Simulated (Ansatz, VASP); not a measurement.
Two plane-wave programs on HfN

File INCAR:

```
SYSTEM = HfN
ALGO = Normal
EDIFF = 1E-6
ENCUT = 520
GGA = PE
ISIF = 2
ISMEAR = -1
LASPH = .True.
LCHARG = .False.
LREAL = .False.
LWAVE = .False.
NBANDS = 14
NELM = 100
PREC = Accurate
SIGMA = 0.05
```

File KPOINTS:

```
k-points
0
Gamma
  14 14 14
  0 0 0
```

Contents of POSCAR:

```
HfN
1.0
    2.5321003004      0.0000000000      0.0000000000
    0.0000000000      2.5321003004      0.0000000000
    0.0000000000      0.0000000000      2.5321003004
Hf N
1 1
Direct
    0.0000000000      0.0000000000      0.0000000000
    0.5000000000      0.5000000000      0.5000000000
```

Input for Ansatz:

```yaml
crystal:
  lattice:
    - [2.5321003004, 0.0, 0.0]
    - [0.0, 2.5321003004, 0.0]
    - [0.0, 0.0, 2.5321003004]
  atoms:
    - { symbol: Hf, position: [0.0, 0.0, 0.0] }
    - { symbol: "N", position: [0.5, 0.5, 0.5] }
kpoints:
  mp_grid: { grid: [14, 14, 14] }
scf:
  occupations: { method: fermi_dirac, width: 0.05 }
hamiltonian:
  xc: pbe
  pseudopotentials: { kind: paw }
output:
  forces: true
  stress: true
  eigenvalues: true
  populations: true
  write_density: true
  write_potential: true
  elf: true
  volumetric_format: npy
```

Change from the starting cell: volume scaled by 0.72, PAW files.

Alike in both runs: task single point; functional PBE; k mesh 14 × 14 × 14; occupations fermi-dirac, width 0.05 eV; no spin polarisation.

|  | VASP | Ansatz |
| --- | --- | --- |
| version | VASP 6.6.1 | Ansatz 0.2.0 |
| potentials or method | VASP PAW PBE potentials, release 64 (Hf_pv, N) | PAW with Ansatz's default frozen-core files, scalar-relativistic |
| plane-wave cutoff (eV) | 520 | 420 |
| valence electrons in the cell | 15 | 31 |

VASP gave:

| Property | Result |
| --- | --- |
| pressure (GPa) | 148.6 |

Problem. Estimate Ansatz's values.

Solution. Pressure (GPa): 154.8.

Both programs put the cell under a high pressure, so it lies far from rest at this level. The functional is the same, so the differences come from potentials, cutoffs and numerics. VASP's potentials hold 15 valence electrons a cell and Ansatz's 31, so a difference there can come from the potentials and not from the codes.

Spin-orbit coupling is off throughout. Noted on VASP's run: the cell as given lies far from equilibrium.
